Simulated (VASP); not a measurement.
Here is a VASP 6.6.1 calculation.

Contents of INCAR:

```
PREC = Accurate ; ENCUT = 520
EDIFF = 1E-6 ; ISMEAR = 0
SIGMA = 0.020999999999999998 ; LREAL = False
LASPH = True ; NELM = 60
ALGO = Normal ; ISIF = 2
LWAVE = False ; LCHARG = False
GGA = PE ; NBANDS = 18
```

Contents of KPOINTS:

```
Automatic mesh
0
Gamma
  12 12 12
```

File POSCAR:

```
Si2Mo
1.0
   -1.6000000000      1.6000000000      3.9305000000
    1.6000000000     -1.6000000000      3.9305000000
    1.6000000000      1.6000000000     -3.9305000000
Mo Si
1 2
Direct
    0.0000000000      0.0000000000      0.0000000000
    0.6670000000      0.6670000000      0.0000000000
    0.3330000000      0.3330000000      0.0000000000
```

Potentials or basis: VASP PAW PBE potentials, release 64 (Mo_sv, Si).

Command:

```console
$ cat potpaw_PBE.64/Mo_sv/POTCAR potpaw_PBE.64/Si/POTCAR > POTCAR
$ mpirun -np 1 vasp_std > vasp.out
```

**Question.** Estimate the pressure.

**Answer.** 2.4 GPa.

**Question.** What does it give for the largest force?

**Answer.** 0.272 eV/Å.

**Question.** Estimate the band gap on the k mesh.

**Answer.** Zero (bands 11 and 12 overlap by 1.04 eV).

Stress tensor (GPa, compression positive):
```
2.79 0.00 0.00
0.00 2.79 0.00
0.00 0.00 1.62
```
